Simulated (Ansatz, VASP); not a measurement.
# Two plane-wave programs on K2Ca

```
CELL_PARAMETERS angstrom
5.28342 0.00000 0.00000
0.00000 5.28342 0.00000
0.00000 0.00000 25.28340
ATOMIC_POSITIONS crystal
Ca 0.00000 0.00000 0.39552
K 0.50000 0.50000 0.50000
K 0.00000 0.00000 0.60448
```

Alike in both runs: task single point; functional PBE; k mesh 8 × 8 × 1; occupations fermi-dirac, width 0.08 eV; no spin polarisation.

|  | VASP | Ansatz |
| --- | --- | --- |
| version | VASP 6.6.1 | Ansatz 0.2.0 |
| potentials or method | VASP PAW PBE potentials, release 64 (Ca_sv, K_sv) | PAW with Ansatz's default frozen-core files, scalar-relativistic |
| plane-wave cutoff (eV) | 520 | 420 |
| valence electrons in the cell | 28 | 28 |

|  | VASP | Ansatz | Ansatz less VASP |
| --- | --- | --- | --- |
| rms of the force components (eV/Å) | 0.082 | 0.083 | +0.0005 |

Atom by atom the forces differ by 0.001 eV/Å (rms over components).
